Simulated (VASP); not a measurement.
# Hf (Im-3m) in VASP: notebook

Hf is run at these levels: PBE; tasks: single point.

Program: VASP 6.6.1. These are calculated values, not measurements. Logs are shortened: lines on timing, memory, paths and dates and some standing lists are left out, and cuts for length are marked.

**1. The cell of the first run**

The structure is cubic, space group Im-3m (No. 229). The conventional cell has a = 3.658 Å, b = 3.658 Å, c = 3.658 Å, α = 90.00°, β = 90.00°, γ = 90.00°. Within 4.2 Å of Hf (site symmetry m-3m) lie 14 Hf at 3.17 to 3.66 Å.

**2. Single point, PBE (volume scaled by 1.04)**

Contents of INCAR:

```
  PREC = Accurate
  ENCUT = 520
  EDIFF = 1E-6
  ISMEAR = -1
  SIGMA = 0.05
  LREAL = F
  LASPH = T
  NELM = 100
  ALGO = Normal
  ISIF = 2
  LWAVE = F
  LCHARG = F
  GGA = PE
  NBANDS = 11
```

Contents of KPOINTS:

```
regular mesh
0
Gamma
  14 14 14
```

Contents of POSCAR:

```
Hf
1.0
   -1.8287527239      1.8287527239      1.8287527239
    1.8287527239     -1.8287527239      1.8287527239
    1.8287527239      1.8287527239     -1.8287527239
Hf
1
Direct
    0.0000000000      0.0000000000      0.0000000000
```

Potentials or basis: VASP PAW PBE potentials, release 64 (Hf_pv).

Started as:

```
cat potpaw_PBE.64/Hf_pv/POTCAR > POTCAR
mpirun -np 1 vasp_std > vasp.out
```

OUTCAR:

```text
PREC = Accurate
   ENCUT = 520
   EDIFF = 1E-6
   ISMEAR = -1
   LREAL = F
   LASPH = T
   NELM = 100
   ISIF = 2
   GGA = PE

 ion  position               nearest neighbor table
   1  0.000  0.000  0.000-

  LATTYP: Found a body centered cubic cell.
 ALAT       =     3.6575054478

  Lattice vectors:

 A1 = (  -1.8287527239,   1.8287527239,   1.8287527239)
 A2 = (   1.8287527239,  -1.8287527239,   1.8287527239)
 A3 = (   1.8287527239,   1.8287527239,  -1.8287527239)

Analysis of symmetry for initial positions (statically):
=====================================================================
 Subroutine PRICEL returns:
 Original cell was already a primitive cell.

 Routine SETGRP: Setting up the symmetry group for a
 body centered cubic supercell.

 Subroutine GETGRP returns: Found 48 space group operations
 (whereof 48 operations were pure point group operations)
 out of a pool of 48 trial point group operations.

The static configuration has the point symmetry O_h .

Analysis of symmetry for dynamics (positions and initial velocities):
=====================================================================
 Subroutine PRICEL returns:
 Original cell was already a primitive cell.

 Routine SETGRP: Setting up the symmetry group for a
 body centered cubic supercell.

 Subroutine GETGRP returns: Found 48 space group operations
 (whereof 48 operations were pure point group operations)
 out of a pool of 48 trial point group operations.

The dynamic configuration has the point symmetry O_h .

 Subroutine INISYM returns: Found 48 space group operations
 (whereof 48 operations are pure point group operations),
 and found     1 'primitive' translations

----------------------------------------------------------------------------------------

                                     Primitive cell

  volume of cell :      24.4639

  direct lattice vectors                    reciprocal lattice vectors
    -1.828752724  1.828752724  1.828752724     0.000000000  0.273410392  0.273410392
     1.828752724 -1.828752724  1.828752724     0.273410392  0.000000000  0.273410392
     1.828752724  1.828752724 -1.828752724     0.273410392  0.273410392  0.000000000

  length of vectors
     3.167492632  3.167492632  3.167492632     0.386660685  0.386660685  0.386660685

  position of ions in fractional coordinates (direct lattice)
     0.000000000  0.000000000  0.000000000

  ion indices of the primitive-cell ions
   primitive index   ion index
                 1           1

----------------------------------------------------------------------------------------

 KPOINTS: regular mesh

Automatic generation of k-mesh.
 Grid dimensions read from file:
 generate k-points for:   14   14   14

 Generating k-lattice:

  Cartesian coordinates                     Fractional coordinates (reciprocal lattice)
     0.000000000  0.019529314  0.019529314     0.071428571  0.000000000  0.000000000
     0.019529314  0.000000000  0.019529314     0.000000000  0.071428571  0.000000000
     0.019529314  0.019529314  0.000000000     0.000000000  0.000000000  0.071428571

  Length of vectors
     0.027618620  0.027618620  0.027618620

  Shift w.r.t. Gamma in fractional coordinates (k-lattice)
     0.000000000  0.000000000  0.000000000

 Subroutine IBZKPT returns following result:
 ===========================================

 Found    104 irreducible k-points:

 Following reciprocal coordinates:
            Coordinates               Weight
  0.000000  0.000000  0.000000      1.000000
  0.071429  0.000000  0.000000     12.000000
  0.142857  0.000000  0.000000     12.000000
  0.214286  0.000000  0.000000     12.000000
  0.285714  0.000000  0.000000     12.000000
  0.357143  0.000000  0.000000     12.000000
[... 16 lines left out ...]
  0.285714  0.285714  0.000000     24.000000
  0.357143  0.285714  0.000000     24.000000
 [... further k-points ...]
   k-points           NKPTS =    104   k-points in BZ     NKDIM =    104   number of bands    NBANDS=     11
   number of dos      NEDOS =    301   number of ions     NIONS =      1
   total plane-waves  NPLWV =  13824
   dimension x,y,z NGX =    24 NGY =   24 NGZ =   24
   dimension x,y,z NGXF=    48 NGYF=   48 NGZF=   48
   ions per type =               1
   NGX,Y,Z   is equivalent  to a cutoff of  12.60, 12.60, 12.60 a.u.
   NGXF,Y,Z  is equivalent  to a cutoff of  25.19, 25.19, 25.19 a.u.
 SYSTEM =  unknown system
   PREC   = accura    normal or accurate (medium, high low for compatibility)
   ISTART =      0    job   : 0-new  1-cont  2-samecut
   ICHARG =      2    charge: 1-file 2-atom 10-const
   ISPIN  =      1    spin polarized calculation?
   LNONCOLLINEAR =      F non collinear calculations
   LSORBIT =      F    spin-orbit coupling
   LASPH  =      T    aspherical Exc in radial PAW
   ENCUT  =  520.0 eV  38.22 Ry    6.18 a.u.   5.89  5.89  5.89*2*pi/ulx,y,z
   NELM   =    100;   NELMIN=  2; NELMDL= -5     # of ELM steps
   EDIFF  = 0.1E-05   stopping-criterion for ELM
   LREAL  =      F    real-space projection
   EDIFFG = 0.1E-04   stopping-criterion for IOM
   NSW    =      0    number of steps for IOM
   IBRION =     -1    ionic relax: 0-MD 1-quasi-New 2-CG
   NFREE  =      0    steps in history (QN), initial steepest desc. (CG)
   ISIF   =      2    stress and relaxation
   ISYM   =      2    0-nonsym 1-usesym 2-fastsym
   POTIM  = 0.5000    time-step for ionic-motion
   TEBEG  =    0.0;   TEEND  =   0.0 temperature during run
   PSTRESS=    0.0 pullay stress
   NELECT =      10.0000    total number of electrons
   NUPDOWN=      -1.0000    fix difference up-down
   EMIN   =  10.00;   EMAX   =-10.00  energy-range for DOS
   EFERMI =   0.00;   METHOD = LEGACY
   ISMEAR =    -1;   SIGMA  =   0.05  broadening in eV -4-tet -1-fermi 0-gaus
   EFERMI_NEDOS =   21; number of points for ismear=-14 and -15
   IALGO  =     38    algorithm
   IMIX   =      4    mixing-type and parameters
     AMIX     =   0.40;   BMIX     =  1.00
     AMIX_MAG =   1.60;   BMIX_MAG =  1.00
  volume/ion in A,a.u.               =      24.46       165.09
  Fermi-wavevector in a.u.,A,eV,Ry     =   1.214973  2.295965 20.084357  1.476159
  Thomas-Fermi vector in A             =   2.350375
   LORBIT       =      0    0 simple, 1 ext, 2 COOP (PROOUT), +10 PAW based schemes
   GGA     = PE    functional components
   LHFCALC =     F    Hartree Fock is set to
   AEXX    =    0.0000 exact exchange contribution
   IVDW    =     0    specifies the selected vdW correction
   LEPSILON=     F    determine dielectric tensor
   LRPA    =     F    only Hartree local field effects (RPA)
 non-spin polarized calculation
  energy-cutoff  :      520.00
  volume of cell :       24.46
 maximum number of plane-waves:       682
   NGX = 11   NGY = 11   NGZ = 11

 number of electron      10.0000000 magnetization

 number of electron       9.9999997 magnetization

 Free energy of the ion-electron system (eV)
  ---------------------------------------------------
  ext. energy  EPLUGINS =         0.00000000
  ---------------------------------------------------
  free energy    TOTEN  =        -9.68900725 eV

  energy without entropy =       -9.67055608  energy(sigma->0) =       -9.67978166

 E-fermi :   3.9968     XC(G=0): -10.8855

 val. band max:        3.9904747434   @ k =  -0.2857   0.2857   0.2143
 cond. band min:       4.0056707626   @ k =  -0.2857   0.3571   0.0714
 fundamental gap:      0.0151960192
 Fermi energy:         3.9968352391

 k-point     1 :       0.0000    0.0000    0.0000
  band No.  band energies     occupation
      1     -26.1945      2.00000
      2     -26.1945      2.00000
      3     -26.1945      2.00000
      4      -2.7498      2.00000
      5       5.4404      0.00000
      6       5.4404      0.00000
      7       5.4404      0.00000
      8       7.9691      0.00000
      9       7.9691      0.00000
     10      16.8549      0.00000
     11      16.8549      0.00000

 k-point     2 :       0.0714    0.0000    0.0000
  band No.  band energies     occupation
      1     -26.2259      2.00000
      2     -26.2046      2.00000
      3     -26.1946      2.00000
      4      -2.5797      2.00000
      5       5.3234      0.00000
      6       5.3940      0.00000
      7       5.6060      0.00000
      8       7.7877      0.00000
      9       7.9688      0.00000
     10      16.9142      0.00000
     11      17.0088      0.00000

 k-point     3 :       0.1429    0.0000    0.0000
  band No.  band energies     occupation
      1     -26.3129      2.00000
      2     -26.2327      2.00000
      3     -26.1947      2.00000
      4      -2.0893      2.00000
      5       5.0173      0.00000
      6       5.1860      0.00000
      7       6.0955      0.00000
      8       7.4949      0.00000
      9       7.9835      0.00000
     10      16.9117      0.00000
     11      17.3039      0.00000

 k-point     4 :       0.2143    0.0000    0.0000
  band No.  band energies     occupation
      1     -26.4362      2.00000
      2     -26.2730      2.00000
      3     -26.1949      2.00000
      4      -1.3435      2.00000
      5       4.6208      0.00001
      6       4.7725      0.00000
      7       6.8861      0.00000
      8       7.4378      0.00000
      9       8.0471      0.00000
     10      16.9060      0.00000
     11      17.1333      0.00000
[... 239 lines left out ...]
 k-point    22 :       0.3571    0.2143    0.0000
  band No.  band energies     occupation
      1     -26.7105      2.00000
      2     -26.4830      2.00000
      3     -26.2579      2.00000
      4       1.8799      2.00000
      5       3.5312      1.99982
      6       3.9385      1.52503
      7       7.7090      0.00000
      8       8.6563      0.00000
      9      11.5331      0.00000
     10      11.9029      0.00000
     11      15.1610      0.00000

 k-point    23 :       0.2857    0.2857    0.0000
  band No.  band energies     occupation
      1     -26.6778      2.00000
      2     -26.5178      2.00000
      3     -26.2659      2.00000
      4       2.1969      2.00000
      5       3.3242      2.00000
      6       3.8243      1.93845
      7       7.9175      0.00000
      8       8.4275      0.00000
      9      11.3108      0.00000
     10      12.1625      0.00000
     11      15.0808      0.00000

 k-point    24 :       0.3571    0.2857    0.0000
  band No.  band energies     occupation
      1     -26.6544      2.00000
      2     -26.5626      2.00000
      3     -26.2692      2.00000
      4       2.4582      2.00000
      5       3.4251      1.99998
      6       3.6127      1.99908
      7       8.0642      0.00000
      8       8.5026      0.00000
      9      10.6377      0.00000
     10      12.9935      0.00000
     11      14.3266      0.00000

 [... further k-points ...]

------------------------ aborting loop because EDIFF is reached ----------------------------------------

  FORCE on cell =-STRESS in cart. coord.  units (eV):
  Direction    XX          YY          ZZ          XY          YZ          ZX
  --------------------------------------------------------------------------------------
  -------------------------------------------------------------------------------------
  Total       -1.2689244     -1.2689244     -1.2689244      0.0000000      0.0000000     -0.0000000
  in kB      -83.1038931    -83.1038931    -83.1038931      0.0000000      0.0000000     -0.0000000
  external PRESSURE =     -83.1038931 kB  Pullay stress =       0.0000000 kB

 VOLUME and BASIS-vectors are now :
 -----------------------------------------------------------------------------
  energy-cutoff  :      520.00
  volume of cell :       24.46
      direct lattice vectors                 reciprocal lattice vectors
    -1.828752724  1.828752724  1.828752724     0.000000000  0.273410392  0.273410392
     1.828752724 -1.828752724  1.828752724     0.273410392  0.000000000  0.273410392
     1.828752724  1.828752724 -1.828752724     0.273410392  0.273410392  0.000000000

 POSITION                                       TOTAL-FORCE (eV/Angst)
 -----------------------------------------------------------------------------------
      0.00000      0.00000      0.00000         0.000000      0.000000     -0.000000
 -----------------------------------------------------------------------------------
    total drift:                                0.000000      0.000000     -0.000000

  FREE ENERGIE OF THE ION-ELECTRON SYSTEM (eV)
  ---------------------------------------------------
  free  energy   TOTEN  =        -9.6890072528 eV

  energy  without entropy=       -9.6705560756  energy(sigma->0) =       -9.67978166
```

It took 11 s on 1 thread of Intel Xeon 6975P-C, shared host; peak memory 0.15 GiB.

Results:

```
Free energy            : -9.6890 eV
Pressure               : -8.3 GPa
Band gap on the k mesh : zero (band 5 reaches 5.44 eV, above the bottom of band 6 at 3.29 eV)
```

Levels at points of the mesh, in eV from the Fermi level:
| k point | band 3 | band 4 | band 5 | band 6 | band 7 | band 8 |
| --- | --- | --- | --- | --- | --- | --- |
| (0.00, 0.00, 0.00) | -30.19 | -6.75 | 1.44 | 1.44 | 1.44 | 3.97 |
| (0.50, 0.00, 0.00) | -30.19 | -3.12 | -0.36 | 0.76 | 3.76 | 4.67 |
| (0.50, 0.50, 0.50) | -30.62 | -2.22 | -2.22 | 6.11 | 6.11 | 6.11 |

Caveat: spin-orbit coupling is left out, which moves the levels of the heavy elements.

**3. Single point, PBE (volume scaled by 1.06)**

Contents of INCAR:

```
PREC = Accurate
ENCUT = 520
EDIFF = 1E-6
ISMEAR = -1
SIGMA = 0.05
LREAL = False
LASPH = True
NELM = 80
ALGO = Normal
ISIF = 2
LWAVE = False
LCHARG = False
GGA = PE
NBANDS = 11
```

KPOINTS is that of step 2.

Contents of POSCAR:

```
Hf
1.0
   -1.8404011445      1.8404011445      1.8404011445
    1.8404011445     -1.8404011445      1.8404011445
    1.8404011445      1.8404011445     -1.8404011445
Hf
1
Direct
    0.0000000000      0.0000000000      0.0000000000
```

Potentials or basis: VASP PAW PBE potentials, release 64 (Hf_pv).

Started as:

```
cat potpaw_PBE.64/Hf_pv/POTCAR > POTCAR
mpirun -np 1 vasp_std > vasp.out
```

OUTCAR:

```text
PREC = Accurate
   ENCUT = 520
   EDIFF = 1E-6
   ISMEAR = -1
   LREAL = False
   LASPH = True
   NELM = 80
   ISIF = 2
   GGA = PE

 ion  position               nearest neighbor table
   1  0.000  0.000  0.000-

  LATTYP: Found a body centered cubic cell.
 ALAT       =     3.6808022890

  Lattice vectors:

 A1 = (  -1.8404011445,   1.8404011445,   1.8404011445)
 A2 = (   1.8404011445,  -1.8404011445,   1.8404011445)
 A3 = (   1.8404011445,   1.8404011445,  -1.8404011445)

Analysis of symmetry for initial positions (statically):
=====================================================================
 Subroutine PRICEL returns:
 Original cell was already a primitive cell.

 Routine SETGRP: Setting up the symmetry group for a
 body centered cubic supercell.

 Subroutine GETGRP returns: Found 48 space group operations
 (whereof 48 operations were pure point group operations)
 out of a pool of 48 trial point group operations.

The static configuration has the point symmetry O_h .
[... 164 lines left out ...]
 fundamental gap:      0.0350820646
 Fermi energy:         3.8825796808

 k-point     1 :       0.0000    0.0000    0.0000
  band No.  band energies     occupation
      1     -26.3881      2.00000
      2     -26.3881      2.00000
      3     -26.3881      2.00000
      4      -2.8055      2.00000
      5       5.3022      0.00000
      6       5.3022      0.00000
      7       5.3022      0.00000
      8       7.7792      0.00000
      9       7.7792      0.00000
     10      16.6467      0.00000
     11      16.6467      0.00000
[... 309 lines left out ...]
 k-point    24 :       0.3571    0.2857   -0.0000
  band No.  band energies     occupation
      1     -26.8183      2.00000
      2     -26.7324      2.00000
      3     -26.4580      2.00000
      4       2.3661      2.00000
      5       3.3171      1.99998
      6       3.4880      1.99925
      7       7.8645      0.00000
      8       8.2908      0.00000
      9      10.3403      0.00000
     10      12.6763      0.00000
     11      13.9919      0.00000

 [... further k-points ...]

------------------------ aborting loop because EDIFF is reached ----------------------------------------

  FORCE on cell =-STRESS in cart. coord.  units (eV):
  Direction    XX          YY          ZZ          XY          YZ          ZX
  --------------------------------------------------------------------------------------
  -------------------------------------------------------------------------------------
  Total       -1.5013477     -1.5013477     -1.5013477     -0.0000000     -0.0000000     -0.0000000
  in kB      -96.4704680    -96.4704680    -96.4704680     -0.0000000     -0.0000000     -0.0000000
  external PRESSURE =     -96.4704680 kB  Pullay stress =       0.0000000 kB

 VOLUME and BASIS-vectors are now :
 -----------------------------------------------------------------------------
  energy-cutoff  :      520.00
  volume of cell :       24.93
      direct lattice vectors                 reciprocal lattice vectors
    -1.840401144  1.840401144  1.840401144     0.000000000  0.271679901  0.271679901
     1.840401144 -1.840401144  1.840401144     0.271679901  0.000000000  0.271679901
     1.840401144  1.840401144 -1.840401144     0.271679901  0.271679901  0.000000000

 POSITION                                       TOTAL-FORCE (eV/Angst)
 -----------------------------------------------------------------------------------
      0.00000      0.00000      0.00000        -0.000000      0.000000      0.000000
 -----------------------------------------------------------------------------------
    total drift:                                0.000000      0.000000      0.000000

  FREE ENERGIE OF THE ION-ELECTRON SYSTEM (eV)
  ---------------------------------------------------
  free  energy   TOTEN  =        -9.6626564418 eV

  energy  without entropy=       -9.6438358090  energy(sigma->0) =       -9.65324613
```

OSZICAR:

```text
N       E                     dE             d eps       ncg     rms          rms(c)
DAV:   1     0.124798396632E+02    0.12480E+02   -0.56336E+03  2296   0.828E+02
DAV:   2    -0.959829847642E+01   -0.22078E+02   -0.21354E+02  2919   0.152E+02
DAV:   3    -0.100862403985E+02   -0.48794E+00   -0.47681E+00  2865   0.151E+01
DAV:   4    -0.100884826150E+02   -0.22422E-02   -0.22417E-02  2605   0.124E+00
DAV:   5    -0.100884990390E+02   -0.16424E-04   -0.16423E-04  2858   0.948E-02    0.432E+01
DAV:   6    -0.976434392719E+01    0.32416E+00   -0.28689E-01  2504   0.385E+00    0.244E+01
DAV:   7    -0.966680797729E+01    0.97536E-01   -0.36354E-01  2576   0.413E+00    0.116E+00
DAV:   8    -0.966270255652E+01    0.41054E-02   -0.23251E-02  2516   0.110E+00    0.115E-01
DAV:   9    -0.966264987190E+01    0.52685E-04   -0.35911E-04  2761   0.167E-01    0.630E-02
DAV:  10    -0.966265731353E+01   -0.74416E-05   -0.40770E-05  2738   0.484E-02    0.408E-02
DAV:  11    -0.966265644179E+01    0.87174E-06   -0.51693E-06  2743   0.167E-02
   1 F= -.96626564E+01 E0= -.96532461E+01  d E =-.188206E-01
```

stdout:

```text
POSCAR found type information on POSCAR Hf
 POSCAR found :  1 types and       1 ions
 scaLAPACK will be used
 LDA part: xc-table for (Slater+PW92), standard interpolation
 POSCAR, INCAR and KPOINTS ok, starting setup
 FFT: planning ... GRIDC
 FFT: planning ... GRID_SOFT
 FFT: planning ... GRID
 WAVECAR not read
 entering main loop
```

Wall time 13 s (1 thread of Intel Xeon 6975P-C, shared host); peak memory 0.16 GiB.

What came out:

```
Free energy            : -9.6627 eV
Pressure               : -9.6 GPa
Band gap on the k mesh : zero (band 5 reaches 5.30 eV, above the bottom of band 6 at 3.18 eV)
```

Caveat: spin-orbit coupling is left out, which moves the levels of the heavy elements.
